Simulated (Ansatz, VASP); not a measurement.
# Two plane-wave programs on GeSe

```
CELL_PARAMETERS angstrom
10.71400 0.00000 0.00000
0.00000 3.85383 0.00000
0.00000 0.00000 4.26171
ATOMIC_POSITIONS crystal
Ge 0.38075 0.75000 0.60630
Ge 0.11925 0.25000 0.10630
Ge 0.88075 0.75000 0.89370
Ge 0.61925 0.25000 0.39370
Se 0.14423 0.75000 0.50612
Se 0.35577 0.25000 0.00612
Se 0.64423 0.75000 0.99388
Se 0.85577 0.25000 0.49388
```

Alike in both runs: functional PBEsol; k mesh 4 × 8 × 6; occupations gaussian, width 0.02 eV; no spin polarisation.

Ansatz relaxed the structure, and its values are those at the end. VASP's run is a single point on that final structure, the one shown.

```csv
,VASP,Ansatz
version,VASP 6.6.1,Ansatz 0.2.0
potentials or method,"VASP PAW PBE potentials, release 64 (Ge_d, Se), cutoff 500 eV","scalar-relativistic, plane waves, PAW"
valence electrons in the cell,80,120
```

```tsv
	VASP	Ansatz	Ansatz less VASP
gap on the k mesh at the Fermi level (eV)	0.37	0.38	+0.009
least direct gap on the mesh (eV)	0.75	0.76	+0.009
pressure (GPa)	0.1	0.0	-0.06
rms of the force components (eV/Å)	0.010	0.002	-0.0079
```

VASP's potentials were made for PBE, not for PBEsol. VASP's potentials hold 80 valence electrons a cell and Ansatz's 120, so a difference there can come from the potentials and not from the codes.
